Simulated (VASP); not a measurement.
# Al2GaN3 (Cm) in VASP: a series of runs, part 2 of 2

VASP 6.6.1.

## (3) Single point, PBEsol (biaxial strain in the a-b plane: +4.0 %, then relaxed in part)

Input file INCAR:

```
  PREC = Accurate
  ENCUT = 520
  EDIFF = 1E-7
  ISMEAR = 0
  SIGMA = 0.02
  LREAL = F
  LASPH = T
  NELM = 80
  ALGO = Normal
  ISIF = 2
  LWAVE = F
  LCHARG = T
  GGA = PS
  LELF = T
  LVHAR = T
  NBANDS = 46
```

Input file KPOINTS:

```
regular mesh
0
Gamma
  8 8 4
```

Input file POSCAR:

```
Al2GaN3
1.0
    5.9729235089     -1.6305927080      0.0129486813
    5.9729235089      1.6305927080      0.0129486813
   -1.9579070390      0.0000000000      6.9618864580
Al Ga N
4 2 6
Direct
    0.9442896632      0.9442896632      0.3900564630
    0.8892411101      0.8892411101      0.7787027645
    0.2233292978      0.2233292978      0.4464722244
    0.5548687944      0.5548687944      0.1150145235
    0.2775257572      0.2775257572      0.0588616558
    0.6097698547      0.6097698547      0.7228719343
    0.1458686940      0.1458686940      0.1796449151
    0.4794489703      0.4794489703      0.8473115065
    0.8161501907      0.8161501907      0.5095677711
    0.7656499841      0.7656499841      0.9038680803
    0.0964104015      0.0964104015      0.5667637027
    0.4328122819      0.4328122819      0.2456654488
```

Potentials or basis: VASP PAW PBE potentials, release 64 (Al, Ga_d, N).

Run with:

```sh
$ cat potpaw_PBE.64/Al/POTCAR potpaw_PBE.64/Ga_d/POTCAR potpaw_PBE.64/N/POTCAR > POTCAR
$ mpirun -np 1 vasp_std > vasp.out
```

OUTCAR:

```text
PREC = Accurate
   ENCUT = 520
   EDIFF = 1E-7
   ISMEAR = 0
   LREAL = F
   LASPH = T
   NELM = 80
   ISIF = 2
   GGA = PS

 ion  position               nearest neighbor table
   1  0.944  0.944  0.390-  11 1.92  12 1.92  12 1.92   9 1.95   2 3.05   4 3.13   4 3.13   5 3.13
                             5 3.13   6 3.13   6 3.13   3 3.22   3 3.22   3 3.25
   2  0.889  0.889  0.779-   9 1.91  10 1.93   8 1.94   8 1.94   1 3.05   3 3.13   3 3.13   4 3.15
                             4 3.15
   3  0.223  0.223  0.446-   7 1.90  11 1.94   9 1.96   9 1.96   5 3.04   2 3.13   2 3.13   4 3.14
[... 1414 lines left out ...]
 VOLUME and BASIS-vectors are now :
 -----------------------------------------------------------------------------
  energy-cutoff  :      520.00
  volume of cell :      135.69
      direct lattice vectors                 reciprocal lattice vectors
     5.972923509 -1.630592708  0.012948681     0.083660094 -0.306636966  0.023527917
     5.972923509  1.630592708  0.012948681     0.083660094  0.306636966  0.023527917
    -1.957907039  0.000000000  6.961886458    -0.000311205  0.000000000  0.143551708

 POSITION                                       TOTAL-FORCE (eV/Angst)
 -----------------------------------------------------------------------------------
     10.51665      0.00000      2.73998        -0.001009      0.000000     -0.000327
      9.09811      0.00000      5.44427         0.001215      0.000000      0.003667
      1.79371      0.00000      3.11407         0.002095      0.000000      0.004994
      6.40319      0.00000      0.81509         0.001504      0.000000      0.004547
      3.20003      0.00000      0.41698         0.001586      0.000000     -0.005015
      5.86890      0.00000      5.04834         0.004518      0.000000     -0.003058
      1.39080      0.00000      1.25445        -0.001390      0.000000     -0.005818
      4.06847      0.00000      5.91130        -0.000566      0.000000     -0.005305
      8.75192      0.00000      3.56869        -0.000326      0.000000     -0.004558
      7.37665      0.00000      6.31246        -0.005120      0.000000      0.004625
      0.04203      0.00000      3.94824        -0.000610      0.000000      0.007297
      4.68932      0.00000      1.72150        -0.001897      0.000000     -0.001049
 -----------------------------------------------------------------------------------
    total drift:                               -0.000323     -0.000000     -0.000272

  FREE ENERGIE OF THE ION-ELECTRON SYSTEM (eV)
  ---------------------------------------------------
  free  energy   TOTEN  =       -88.3705280867 eV

  energy  without entropy=      -88.3705280867  energy(sigma->0) =      -88.37052809
```

OSZICAR:

```text
N       E                     dE             d eps       ncg     rms          rms(c)
DAV:   1     0.677426266075E+03    0.67743E+03   -0.29844E+04  8102   0.197E+03
DAV:   2     0.290286998330E+02   -0.64840E+03   -0.59974E+03  8140   0.572E+02
DAV:   3    -0.918945547774E+02   -0.12092E+03   -0.11807E+03  8082   0.177E+02
DAV:   4    -0.100379500329E+03   -0.84849E+01   -0.84144E+01 10024   0.519E+01
DAV:   5    -0.100578272747E+03   -0.19877E+00   -0.19818E+00  9050   0.797E+00    0.189E+01
DAV:   6    -0.883197078622E+02    0.12259E+02   -0.42221E+01 12040   0.539E+01    0.632E+00
DAV:   7    -0.884953737971E+02   -0.17567E+00   -0.41736E+00  8212   0.106E+01    0.475E+00
DAV:   8    -0.884026950322E+02    0.92679E-01   -0.56960E-01 10598   0.688E+00    0.101E+00
DAV:   9    -0.883695038616E+02    0.33191E-01   -0.15096E-01 11442   0.496E+00    0.481E-01
DAV:  10    -0.883702429791E+02   -0.73912E-03   -0.13697E-02  8206   0.607E-01    0.254E-01
DAV:  11    -0.883705607929E+02   -0.31781E-03   -0.14310E-03 10642   0.324E-01    0.574E-02
DAV:  12    -0.883705262623E+02    0.34531E-04   -0.31656E-04  9808   0.152E-01    0.336E-02
DAV:  13    -0.883705280658E+02   -0.18035E-05   -0.86514E-05  8880   0.512E-02    0.145E-02
DAV:  14    -0.883705280816E+02   -0.15841E-07   -0.59736E-06 10730   0.372E-02    0.678E-03
DAV:  15    -0.883705281186E+02   -0.36935E-07   -0.29317E-06  9606   0.155E-02    0.349E-03
DAV:  16    -0.883705280867E+02    0.31822E-07   -0.84771E-07  9562   0.656E-03
   1 F= -.88370528E+02 E0= -.88370528E+02  d E =-.273970E-11
```

Run time: 14 min. Hardware: 1 thread of AMD EPYC 7R13 (Zen 3), shared host; peak memory 0.57 GiB.

What came out:

* Free energy: -88.3705 eV
* Pressure: -9.0 GPa
* Largest force: 0.007 eV/Å
* Band gap on the k mesh: 2.62 eV

Forces on the atoms (eV/Å):
```
Al  -0.001  0.000  0.000
Al   0.001  0.000  0.004
Al   0.002  0.000  0.005
Al   0.002  0.000  0.005
Ga   0.002  0.000 -0.005
Ga   0.005  0.000 -0.003
N   -0.001  0.000 -0.006
N   -0.001  0.000 -0.005
N    0.000  0.000 -0.005
N   -0.005  0.000  0.005
N   -0.001  0.000  0.007
N   -0.002  0.000 -0.001
```

Stress tensor (GPa, compression positive):
```
-13.03   0.00  -0.03
  0.00 -13.88   0.00
 -0.03   0.00  -0.05
```

Levels at points of the mesh, in eV from the valence-band top:
| k point | band 32 | band 33 | band 34 | band 35 | band 36 | band 37 |
| --- | --- | --- | --- | --- | --- | --- |
| (0.00, 0.00, 0.00) | -0.39 | -0.36 | 0.00 | 2.62 | 4.56 | 4.69 |
| (0.50, 0.00, 0.00) | -1.53 | -1.50 | -1.42 | 4.18 | 4.82 | 5.20 |
| (0.50, 0.50, 0.00) | -0.92 | -0.85 | -0.67 | 4.41 | 4.73 | 4.94 |
| (0.00, 0.00, 0.50) | -0.77 | -0.70 | -0.52 | 4.07 | 4.18 | 4.46 |
| (0.50, 0.00, 0.50) | -1.24 | -1.14 | -0.79 | 4.92 | 5.06 | 5.23 |
| (0.50, 0.50, 0.50) | -0.69 | -0.61 | -0.25 | 4.40 | 4.43 | 4.93 |

Caveat: the cell differs from its parent crystal (biaxial strain in the a-b plane: +4.0 %, then relaxed in part); the cell stands under tension; the PAW data sets were made with another functional, which shifts forces and pressure a little.
